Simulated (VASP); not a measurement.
Crystal: Mn.

```
Mn
1.0
     2.50594    0.00000    0.00000
    -1.25297    2.17021    0.00000
     0.00000    0.00000    4.05963
Mn
2
Direct
  0.33333 0.66667 0.25000
  0.66667 0.33333 0.75000
```

| Property | Result |
| --- | --- |
| Program | VASP 6.6.1 |
| Task | relaxation of cell and atoms |
| Functional | PBE |
| Potentials or basis | VASP PAW PBE potentials, release 64 (Mn_pv) |
| Cutoff | 600 eV |
| k mesh | 17 × 17 × 9 |
| Occupations | fermi-dirac, width 0.05 eV |
| Spin | no spin polarisation |

At the start: pressure -8.1 GPa; volume 11.04 Å³/atom.

Question: How do energy, volume and symmetry change on relaxing?

Answer: Over 6 steps the energy falls by 9.0 meV/atom and the volume is 10.70 Å³/atom (-3.1 %); space group P6_3/mmc (No. 194, to 0.05 Å).

Step by step:
```csv
step,energy change (eV),largest force (eV/Å),pressure (GPa),volume (Å³)
1,0.0000,0.0000,-8.10,22.08
2,0.0322,0.0000,15.94,20.34
3,-0.0179,0.0000,-0.11,21.41
4,-0.0179,0.0000,0.08,21.39
5,-0.0179,0.0000,0.07,21.39
6,-0.0179,0.0000,0.06,21.39
```

Final structure:
```cif
data_structure
_symmetry_space_group_name_H-M 'P 1'
_symmetry_Int_Tables_number 1
_cell_length_a 2.4815
_cell_length_b 2.4815
_cell_length_c 4.0119
_cell_angle_alpha 90.000
_cell_angle_beta 90.000
_cell_angle_gamma 120.000
_cell_volume 21.39
loop_
_atom_site_label
_atom_site_type_symbol
_atom_site_fract_x
_atom_site_fract_y
_atom_site_fract_z
_atom_site_occupancy
Mn1 Mn 0.33333 0.66667 0.25000 1
Mn2 Mn 0.66667 0.33333 0.75000 1
```

Caveat: the run has no spin polarisation, though such a crystal can be magnetic.
